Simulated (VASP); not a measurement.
Here is a VASP 6.6.1 calculation.

Contents of INCAR:

```
PREC     = Accurate       # precision mode
ENCUT    = 520            # plane-wave cutoff, eV
EDIFF    = 1E-6           # SCF threshold, eV
ISMEAR   = -1             # smearing method
SIGMA    = 0.05           # smearing width, eV
LREAL    = F              # projectors in reciprocal space
LASPH    = T              # aspherical terms in the spheres
NELM     = 80             # most SCF steps
ALGO     = Normal         # electronic algorithm
ISIF     = 2              # what is computed and relaxed
LWAVE    = F              # write WAVECAR
LCHARG   = F              # write CHGCAR
GGA      = PE             # functional
NBANDS   = 13             # bands
```

KPOINTS

```
Automatic mesh
0
Gamma
  10 10 10
```

The input POSCAR:

```
W
1.0
   -1.5823450000      1.5823450000      1.5823450000
    1.5823450000     -1.5823450000      1.5823450000
    1.5823450000      1.5823450000     -1.5823450000
W
1
Direct
    0.0000000000      0.0000000000      0.0000000000
```

Potentials or basis: VASP PAW PBE potentials, release 64 (W_sv).

Command:

```bash
$ cat potpaw_PBE.64/W_sv/POTCAR > POTCAR
$ mpirun -np 1 vasp_std > vasp.out
```

Task: Predict the pressure.

Result: 6.4 GPa.

Task: What does it give for the band gap on the k mesh?

Result: Zero (band 7 reaches 16.60 eV, above the bottom of band 8 at 10.21 eV).

Caveat: spin-orbit coupling is left out, which moves the levels of the heavy elements.
